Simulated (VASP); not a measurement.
Here is a VASP 6.6.1 calculation.

INCAR

```
SYSTEM = WC
PREC = Accurate
ENCUT = 520
EDIFF = 1E-6
ISMEAR = -1
SIGMA = 0.17
LREAL = Auto
LASPH = .TRUE.
NELM = 80
ALGO = Normal
ISIF = 2
LWAVE = .FALSE.
LCHARG = .FALSE.
GGA = PS
NBANDS = 86
```

Contents of KPOINTS:

```
regular mesh
0
G
  3 3 3
  0 0 0
```

File POSCAR:

```
WC
1.0
   -2.8860900000     -4.9988550000      0.0000000000
    4.3291350000     -2.4994270000      0.0000000000
    0.0000000000      0.0000000000      5.6483400000
W C
8 8
Direct
    0.7400078046      0.4800333380     -0.0036824979
    0.7945084176      0.4808172531      0.4816813435
    0.5058120772     -0.0041534445     -0.0034877504
    0.5115214351     -0.0085705577      0.5144520337
    0.2598338008      0.5176100385      0.0081085770
    0.2568624984      0.5157908654      0.5174617675
    0.0013568404     -0.0163968175      0.0060725806
    0.0195436810      0.0089636434      0.5020944207
    0.5467491192      0.6486208366      0.2590318571
    0.5008376017      0.6528238075      0.7502912360
    0.2607913110      0.1723363200      0.2559867147
    0.2532879711      0.1710992797      0.7469451202
    0.0303366859      0.6555707793      0.2608199931
    0.0008740534      0.6855694260      0.7587361951
    0.7729184032      0.1588335948      0.2280670073
    0.7360630755      0.1694898130      0.7541153684
```

Potentials or basis: VASP PAW PBE potentials, release 64 (W_sv, C).

Run with:

```console
$ cat potpaw_PBE.64/W_sv/POTCAR potpaw_PBE.64/C/POTCAR > POTCAR
$ mpirun -np 1 vasp_std > vasp.out
```

Problem. Predict the band gap on the k mesh.

Solution. Zero (bands 72 and 73 overlap by 0.07 eV).

Problem. Estimate the pressure.

Solution. 13.2 GPa.

Problem. What does it give for the largest force?

Solution. 6.665 eV/Å.

Forces on the atoms (eV/Å):
```
W    0.142 -4.674 -0.815
W    4.078  3.498  3.945
W   -0.116  0.546  1.977
W    0.361 -0.460 -3.276
W   -3.014  1.532 -0.044
W   -3.598 -0.510 -2.380
W    1.258 -2.870 -1.019
W   -0.542  1.947 -0.103
C    3.091  2.075  0.184
C    0.519 -1.742  0.494
C   -0.664 -0.456 -0.173
C   -0.051 -0.170  1.367
C    1.991  0.238 -1.212
C   -1.929  0.971 -0.748
C    0.267  1.533  2.680
C   -1.793 -1.460 -0.878
```

Caveat: the k points lie up to 0.42 Å⁻¹ apart; the PAW data sets were made with another functional, which shifts forces and pressure a little; spin-orbit coupling is left out, which moves the levels of the heavy elements.
